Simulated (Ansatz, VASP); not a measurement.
## One calculation of Au, two programs

```xyz
1
Lattice="-1.6573 1.6573 1.6573 1.6573 -1.6573 1.6573 1.6573 1.6573 -1.6573" Properties=species:S:1:pos:R:3 pbc="T T T"
Au    0.0000    0.0000    0.0000
```

Alike in both runs: task relaxation of cell and atoms; functional RPBE; k mesh 11 × 11 × 11; occupations fermi-dirac, width 0.05 eV; no spin polarisation.

```csv
,VASP,Ansatz
version,VASP 6.6.1,Ansatz 0.2.0
potentials or method,"VASP PAW PBE potentials, release 64 (Au)",Ansatz PAW
plane-wave cutoff (eV),600,420
valence electrons in the cell,11,19
```

Ansatz gave:

- gap on the k mesh at the Fermi level, each at its own relaxed structure (eV): none
- relaxed volume (Å³/atom): 18.64
- relaxed cell length with the largest relative difference (Å): 2.893

Task: Estimate VASP's values.

Result: gap on the k mesh at the Fermi level, each at its own relaxed structure (eV): none; relaxed volume (Å³/atom): 18.62; relaxed cell length with the largest relative difference (Å): 2.892.

VASP's potentials were made for PBE, not for RPBE. A gap of «none» marks a metal or a gap that the smearing closes. VASP's potentials hold 11 valence electrons a cell and Ansatz's 19, so a difference there can come from the potentials and not from the codes.

Spin-orbit coupling is off throughout. Noted on Ansatz's run: the plane-wave basis is chosen anew once the cell has moved, so the energies of steps on either side of that aren't comparable.
